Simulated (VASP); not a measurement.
# Ta3N (Pm-3m) in VASP: further runs

Ta3N is run at these levels: r2SCAN; tasks: single point, relaxation of cell and atoms.

Program: VASP 6.6.1. These are calculated values, not measurements. Logs are shortened: lines on timing, memory, paths and dates and some standing lists are left out, and cuts for length are marked.

## Step 1: The cell of the first run

The structure is cubic, space group Pm-3m (No. 221). Conventional cell: a = 3.937 Å, b = 3.937 Å, c = 3.937 Å, α = 90.00°, β = 90.00°, γ = 90.00°. Within 3.7 Å of Ta (site symmetry 4/mmm) lie 8 Ta at 2.78 Å and 4 N at 2.78 Å. Within 3.7 Å of N (site symmetry m-3m) lie 12 Ta at 2.78 Å.

## Step 2: Single point, r2SCAN

POSCAR reads:

```
Ta3N
1.0
    3.9366205869      0.0000000000      0.0000000000
    0.0000000000      3.9366205869      0.0000000000
    0.0000000000      0.0000000000      3.9366205869
Ta N
3 1
Direct
    0.0000000000      0.5000000000      0.5000000000
    0.5000000000      0.0000000000      0.5000000000
    0.5000000000      0.5000000000      0.0000000000
    0.0000000000      0.0000000000      0.0000000000
```

INCAR.step1 reads:

```
SYSTEM = Ta3N
PREC = Accurate ; ENCUT = 520
ISMEAR = 0 ; SIGMA = 0.1
LREAL = .False. ; LASPH = .True.
NELM = 80 ; NBANDS = 27
GGA = PE ; ALGO = Normal
EDIFF = 1E-4 ; LWAVE = .True.
LCHARG = .False.
```

INCAR.step2 reads:

```
SYSTEM = Ta3N
PREC = Accurate ; ENCUT = 520
EDIFF = 1E-6 ; ISMEAR = 0
SIGMA = 0.1 ; LREAL = .False.
LASPH = .True. ; NELM = 80
ALGO = Normal ; ISIF = 2
LWAVE = .False. ; LCHARG = .False.
METAGGA = R2SCAN ; LMIXTAU = .True.
NBANDS = 27 ; ISTART = 1
```

KPOINTS reads:

```
regular mesh
0
Gamma
  4 4 4
  0 0 0
```

Potentials or basis: VASP PAW PBE potentials, release 64 (Ta_pv, N).

Run with:

```
$ cat potpaw_PBE.64/Ta_pv/POTCAR potpaw_PBE.64/N/POTCAR > POTCAR
$ cp INCAR.step1 INCAR
$ mpirun -np 1 vasp_std > vasp.out
$ cp INCAR.step2 INCAR
$ mpirun -np 1 vasp_std > vasp.out
```

OUTCAR:

```text
SYSTEM = Ta3N
   PREC = Accurate
   ENCUT = 520
   EDIFF = 1E-6
   ISMEAR = 0
   LREAL = .False.
   LASPH = .True.
   NELM = 80
   ISIF = 2
   METAGGA = R2SCAN
   ISTART = 1

 ion  position               nearest neighbor table
   1  0.000  0.500  0.500-   2 2.78   3 2.78   3 2.78   2 2.78   2 2.78   3 2.78   3 2.78   2 2.78

   2  0.500  0.000  0.500-   1 2.78   3 2.78   3 2.78   1 2.78   3 2.78   3 2.78   1 2.78   1 2.78

   3  0.500  0.500  0.000-   1 2.78   2 2.78   1 2.78   2 2.78   2 2.78   2 2.78   1 2.78   1 2.78

   4  0.000  0.000  0.000-

  LATTYP: Found a simple cubic cell.
 ALAT       =     3.9366205869

  Lattice vectors:

 A1 = (   3.9366205869,   0.0000000000,   0.0000000000)
 A2 = (   0.0000000000,   3.9366205869,   0.0000000000)
 A3 = (   0.0000000000,   0.0000000000,   3.9366205869)

Analysis of symmetry for initial positions (statically):
=====================================================================
 Subroutine PRICEL returns:
 Original cell was already a primitive cell.

 Routine SETGRP: Setting up the symmetry group for a
 simple cubic supercell.

 Subroutine GETGRP returns: Found 48 space group operations
 (whereof 48 operations were pure point group operations)
 out of a pool of 48 trial point group operations.

The static configuration has the point symmetry O_h .

Analysis of symmetry for dynamics (positions and initial velocities):
=====================================================================
 Subroutine PRICEL returns:
 Original cell was already a primitive cell.

 Routine SETGRP: Setting up the symmetry group for a
 simple cubic supercell.

 Subroutine GETGRP returns: Found 48 space group operations
 (whereof 48 operations were pure point group operations)
 out of a pool of 48 trial point group operations.

The dynamic configuration has the point symmetry O_h .

 Subroutine INISYM returns: Found 48 space group operations
 (whereof 48 operations are pure point group operations),
 and found     1 'primitive' translations

----------------------------------------------------------------------------------------

                                     Primitive cell

  volume of cell :      61.0057

  direct lattice vectors                    reciprocal lattice vectors
     3.936620587  0.000000000  0.000000000     0.254024989  0.000000000  0.000000000
     0.000000000  3.936620587  0.000000000     0.000000000  0.254024989  0.000000000
     0.000000000  0.000000000  3.936620587     0.000000000  0.000000000  0.254024989

  length of vectors
     3.936620587  3.936620587  3.936620587     0.254024989  0.254024989  0.254024989

  position of ions in fractional coordinates (direct lattice)
     0.000000000  0.500000000  0.500000000
     0.500000000  0.000000000  0.500000000
     0.500000000  0.500000000  0.000000000
     0.000000000  0.000000000  0.000000000

  ion indices of the primitive-cell ions
   primitive index   ion index
                 1           1
                 2           2
                 3           3
                 4           4

----------------------------------------------------------------------------------------

 KPOINTS: regular mesh

Automatic generation of k-mesh.
 Grid dimensions read from file:
 generate k-points for:    4    4    4

 Generating k-lattice:

  Cartesian coordinates                     Fractional coordinates (reciprocal lattice)
     0.063506247  0.000000000  0.000000000     0.250000000  0.000000000  0.000000000
     0.000000000  0.063506247  0.000000000     0.000000000  0.250000000  0.000000000
     0.000000000  0.000000000  0.063506247     0.000000000  0.000000000  0.250000000

  Length of vectors
     0.063506247  0.063506247  0.063506247

  Shift w.r.t. Gamma in fractional coordinates (k-lattice)
     0.000000000  0.000000000  0.000000000

 Subroutine IBZKPT returns following result:
 ===========================================

 Found     10 irreducible k-points:

 Following reciprocal coordinates:
            Coordinates               Weight
  0.000000  0.000000  0.000000      1.000000
  0.250000  0.000000  0.000000      6.000000
  0.500000  0.000000  0.000000      3.000000
  0.250000  0.250000  0.000000     12.000000
  0.500000  0.250000  0.000000     12.000000
  0.500000  0.500000  0.000000      3.000000
  0.250000  0.250000  0.250000      8.000000
  0.500000  0.250000  0.250000     12.000000
  0.500000  0.500000  0.250000      6.000000
  0.500000  0.500000  0.500000      1.000000
   k-points           NKPTS =     10   k-points in BZ     NKDIM =     10   number of bands    NBANDS=     27
   number of dos      NEDOS =    301   number of ions     NIONS =      4
   total plane-waves  NPLWV =  27000
   dimension x,y,z NGX =    30 NGY =   30 NGZ =   30
   dimension x,y,z NGXF=    60 NGYF=   60 NGZF=   60
   ions per type =               3   1
   NGX,Y,Z   is equivalent  to a cutoff of  12.67, 12.67, 12.67 a.u.
   NGXF,Y,Z  is equivalent  to a cutoff of  25.34, 25.34, 25.34 a.u.
 SYSTEM =  Ta3N
   PREC   = accura    normal or accurate (medium, high low for compatibility)
   ISTART =      1    job   : 0-new  1-cont  2-samecut
   ICHARG =      0    charge: 1-file 2-atom 10-const
   ISPIN  =      1    spin polarized calculation?
   LNONCOLLINEAR =      F non collinear calculations
   LSORBIT =      F    spin-orbit coupling
   LASPH  =      T    aspherical Exc in radial PAW
   ENCUT  =  520.0 eV  38.22 Ry    6.18 a.u.   7.32  7.32  7.32*2*pi/ulx,y,z
   NELM   =     80;   NELMIN=  2; NELMDL=  0     # of ELM steps
   EDIFF  = 0.1E-05   stopping-criterion for ELM
   LREAL  =      F    real-space projection
   EDIFFG = 0.1E-04   stopping-criterion for IOM
   NSW    =      0    number of steps for IOM
   IBRION =     -1    ionic relax: 0-MD 1-quasi-New 2-CG
   NFREE  =      0    steps in history (QN), initial steepest desc. (CG)
   ISIF   =      2    stress and relaxation
   ISYM   =      2    0-nonsym 1-usesym 2-fastsym
   POTIM  = 0.5000    time-step for ionic-motion
   TEBEG  =    0.0;   TEEND  =   0.0 temperature during run
   PSTRESS=    0.0 pullay stress
   NELECT =      38.0000    total number of electrons
   NUPDOWN=      -1.0000    fix difference up-down
   EMIN   =  10.00;   EMAX   =-10.00  energy-range for DOS
   EFERMI =   0.00;   METHOD = LEGACY
   ISMEAR =     0;   SIGMA  =   0.10  broadening in eV -4-tet -1-fermi 0-gaus
   EFERMI_NEDOS =   21; number of points for ismear=-14 and -15
   IALGO  =     38    algorithm
   IMIX   =      4    mixing-type and parameters
     AMIX     =   0.40;   BMIX     =  1.00
     AMIX_MAG =   1.60;   BMIX_MAG =  1.00
  volume/ion in A,a.u.               =      15.25       102.92
  Fermi-wavevector in a.u.,A,eV,Ry     =   1.398124  2.642072 26.596012  1.954752
  Thomas-Fermi vector in A             =   2.521313
   LORBIT       =      0    0 simple, 1 ext, 2 COOP (PROOUT), +10 PAW based schemes
   METAGGA = R2SCAN    functional components
   LHFCALC =     F    Hartree Fock is set to
   AEXX    =    0.0000 exact exchange contribution
   IVDW    =     0    specifies the selected vdW correction
   LEPSILON=     F    determine dielectric tensor
   LRPA    =     F    only Hartree local field effects (RPA)
 non-spin polarized calculation
 Gauss-broadening in eV      SIGMA  =   0.10
  energy-cutoff  :      520.00
  volume of cell :       61.01
 maximum number of plane-waves:      1671
 NGX is ok and might be reduce to    30
   NGX = 15   NGY = 15   NGZ = 15

 number of electron      37.9999997 magnetization

 Free energy of the ion-electron system (eV)
  ---------------------------------------------------
  ext. energy  EPLUGINS =         0.00000000
  ---------------------------------------------------
  free energy    TOTEN  =      -150.67816705 eV

  energy without entropy =     -150.65801768  energy(sigma->0) =     -150.66809237

 E-fermi :   6.2109     XC(G=0): -13.6173

 val. band max:        6.1644988122   @ k =   0.5000   0.2500   0.0000
 cond. band min:       6.2786816742   @ k =   0.5000   0.5000   0.0000
 fundamental gap:      0.1141828620
 Fermi energy:         6.2108712049

 k-point     1 :       0.0000    0.0000    0.0000
  band No.  band energies     occupation
      1     -29.9683      2.00000
      2     -29.9683      2.00000
      3     -29.9683      2.00000
      4     -29.1870      2.00000
      5     -29.1870      2.00000
      6     -29.1870      2.00000
[... 19 lines left out ...]
     26      13.2467      0.00000
     27      13.5029      0.00000

 k-point     2 :       0.2500    0.0000    0.0000
  band No.  band energies     occupation
      1     -29.8631      2.00000
      2     -29.8631      2.00000
      3     -29.8074      2.00000
      4     -29.2312      2.00000
      5     -29.2312      2.00000
      6     -29.2044      2.00000
[... 19 lines left out ...]
     26      10.1022      0.00000
     27      11.3283      0.00000

 k-point     3 :       0.5000    0.0000    0.0000
  band No.  band energies     occupation
      1     -29.7140      2.00000
      2     -29.7140      2.00000
      3     -29.4853      2.00000
      4     -29.3210      2.00000
      5     -29.3210      2.00000
      6     -29.2217      2.00000
[... 19 lines left out ...]
     26       9.9380      0.00000
     27      10.4993      0.00000

 k-point     4 :       0.2500    0.2500    0.0000
  band No.  band energies     occupation
      1     -29.9279      2.00000
      2     -29.7520      2.00000
      3     -29.5802      2.00000
      4     -29.4533      2.00000
      5     -29.2525      2.00000
      6     -29.0534      2.00000
[... 19 lines left out ...]
     26      10.1649      0.00000
     27      10.9009      0.00000
[... 96 lines left out ...]
      4     -29.5658      2.00000
      5     -29.2085      2.00000
      6     -28.9436      2.00000
[... 19 lines left out ...]
     26       9.7517      0.00000
     27       9.9699      0.00000

 k-point     9 :       0.5000    0.5000    0.2500
  band No.  band energies     occupation
      1     -30.1435      2.00000
      2     -29.9237      2.00000
      3     -29.7495      2.00000
      4     -29.7495      2.00000
      5     -28.9110      2.00000
      6     -28.9110      2.00000
[... 19 lines left out ...]
     26      10.1990      0.00000
     27      10.1992      0.00000

 k-point    10 :       0.5000    0.5000    0.5000
  band No.  band energies     occupation
      1     -30.3556      2.00000
      2     -29.9195      2.00000
      3     -29.9195      2.00000
      4     -29.9195      2.00000
      5     -28.7341      2.00000
      6     -28.7341      2.00000
[... 19 lines left out ...]
     26      10.2598      0.00000
     27      13.0124      0.00000

------------------------ aborting loop because EDIFF is reached ----------------------------------------

  FORCE on cell =-STRESS in cart. coord.  units (eV):
  Direction    XX          YY          ZZ          XY          YZ          ZX
  --------------------------------------------------------------------------------------
  -------------------------------------------------------------------------------------
  Total        0.2848795      0.2848795      0.2848795      0.0000000     -0.0000000     -0.0000000
  in kB        7.4817153      7.4817153      7.4817153      0.0000000     -0.0000000     -0.0000000
  external PRESSURE =       7.4817153 kB  Pullay stress =       0.0000000 kB

 VOLUME and BASIS-vectors are now :
 -----------------------------------------------------------------------------
  energy-cutoff  :      520.00
  volume of cell :       61.01
      direct lattice vectors                 reciprocal lattice vectors
     3.936620587  0.000000000  0.000000000     0.254024989  0.000000000  0.000000000
     0.000000000  3.936620587  0.000000000     0.000000000  0.254024989  0.000000000
     0.000000000  0.000000000  3.936620587     0.000000000  0.000000000  0.254024989

 POSITION                                       TOTAL-FORCE (eV/Angst)
 -----------------------------------------------------------------------------------
      0.00000      1.96831      1.96831         0.000000      0.000000      0.000000
      1.96831      0.00000      1.96831         0.000000      0.000000      0.000000
      1.96831      1.96831      0.00000         0.000000      0.000000      0.000000
      0.00000      0.00000      0.00000         0.000000      0.000000      0.000000
 -----------------------------------------------------------------------------------
    total drift:                                0.000000      0.000000     -0.000000

  FREE ENERGIE OF THE ION-ELECTRON SYSTEM (eV)
  ---------------------------------------------------
  free  energy   TOTEN  =      -150.6781670471 eV

  energy  without entropy=     -150.6580176831  energy(sigma->0) =     -150.66809237
```

Wall time 37 s (1 thread of AMD EPYC 9R45 (Zen 5), shared host); peak memory 0.14 GiB.

Results:

| Quantity | Value |
| --- | --- |
| Free energy | -150.6782 eV |
| Pressure | 0.7 GPa |
| Band gap on the k mesh | zero (band 19 reaches 6.31 eV, above the bottom of band 20 at 3.73 eV) |

Levels at points of the mesh, in eV from the Fermi level:
```tsv
k point	band 15	band 16	band 17	band 18	band 19	band 20	band 21	band 22	band 23	band 24
(0.00, 0.00, 0.00)	-3.54	-3.54	-3.36	-3.36	-3.36	-2.48	2.77	2.77	2.77	5.53
(0.50, 0.00, 0.00)	-2.93	-1.25	-0.91	-0.40	-0.10	-0.10	0.85	0.85	1.25	1.54
(0.50, 0.50, 0.00)	-2.23	-2.23	-1.69	0.07	0.07	1.30	1.30	1.44	1.76	1.80
(0.50, 0.50, 0.50)	-4.19	-4.19	-0.82	-0.28	-0.28	-0.28	1.50	2.33	2.33	2.33
```

Caveat: the k points lie up to 0.40 Å⁻¹ apart; the PAW data sets were made with another functional, which shifts forces and pressure a little; spin-orbit coupling is left out, which moves the levels of the heavy elements.

## Step 3: Single point, r2SCAN

This run uses another cell than the first one, of 14.82 Å³/atom, 0.972 times its volume.

POSCAR reads:

```
Ta3N
1.0
    3.8993387023      0.0000000000      0.0000000000
    0.0000000000      3.8993387023      0.0000000000
    0.0000000000      0.0000000000      3.8993387023
Ta N
3 1
Direct
    0.0000000000      0.5000000000      0.5000000000
    0.5000000000      0.0000000000      0.5000000000
    0.5000000000      0.5000000000      0.0000000000
    0.0000000000      0.0000000000      0.0000000000
```

INCAR.step1 reads:

```
SYSTEM = Ta3N
ALGO     = Normal         ! electronic algorithm
EDIFF    = 1E-4           ! SCF threshold, eV
ENCUT    = 520            ! plane-wave cutoff, eV
GGA      = PE             ! functional
ISMEAR   = 0              ! smearing method
LASPH    = .True.         ! aspherical terms in the spheres
LCHARG   = .False.        ! write CHGCAR
LREAL    = .False.        ! projectors in reciprocal space
LWAVE    = .True.         ! write WAVECAR
NBANDS   = 27             ! bands
NELM     = 60             ! most SCF steps
PREC     = Accurate       ! precision mode
SIGMA    = 0.1            ! smearing width, eV
```

INCAR.step2 reads:

```
SYSTEM = Ta3N
ALGO     = Normal         ! electronic algorithm
EDIFF    = 1E-7           ! SCF threshold, eV
ENCUT    = 520            ! plane-wave cutoff, eV
ISIF     = 2              ! what is computed and relaxed
ISMEAR   = 0              ! smearing method
ISTART   = 1            
LASPH    = .True.         ! aspherical terms in the spheres
LCHARG   = .False.        ! write CHGCAR
LMIXTAU  = .True.       
LREAL    = .False.        ! projectors in reciprocal space
LWAVE    = .False.        ! write WAVECAR
METAGGA  = R2SCAN         ! meta-GGA
NBANDS   = 27             ! bands
NELM     = 60             ! most SCF steps
PREC     = Accurate       ! precision mode
SIGMA    = 0.1            ! smearing width, eV
```

KPOINTS reads:

```
k-points
0
Gamma
  6 6 6
  0 0 0
```

Potentials or basis: VASP PAW PBE potentials, release 64 (Ta_pv, N).

Run with:

```
$ cat potpaw_PBE.64/Ta_pv/POTCAR potpaw_PBE.64/N/POTCAR > POTCAR
$ cp INCAR.step1 INCAR
$ mpirun -np 1 vasp_std > vasp.out
$ cp INCAR.step2 INCAR
$ mpirun -np 1 vasp_std > vasp.out
```

It took 72 s on 1 thread of AMD EPYC 9R45 (Zen 5), shared host; peak memory 0.15 GiB.

It converged, with:

```yaml
Free_energy: -150.8020 eV
Pressure: 5.6 GPa
Band_gap_on_the_k_mesh: zero (band 19 reaches 6.84 eV, above the bottom of band 20 at 4.01 eV)
```

Levels at points of the mesh, in eV from the Fermi level:
| k point | band 17 | band 18 | band 19 | band 20 | band 21 | band 22 |
| --- | --- | --- | --- | --- | --- | --- |
| (0.00, 0.00, 0.00) | -3.24 | -3.24 | -3.24 | -2.30 | 2.98 | 2.98 |
| (0.50, 0.00, 0.00) | -0.59 | -0.25 | 0.06 | 0.06 | 1.03 | 1.03 |
| (0.50, 0.50, 0.00) | -1.58 | 0.22 | 0.22 | 1.50 | 1.50 | 1.68 |
| (0.50, 0.50, 0.50) | -0.65 | -0.15 | -0.15 | -0.15 | 1.79 | 2.49 |

Caveat: the PAW data sets were made with another functional, which shifts forces and pressure a little; spin-orbit coupling is left out, which moves the levels of the heavy elements.

[end of part 1 of 2]
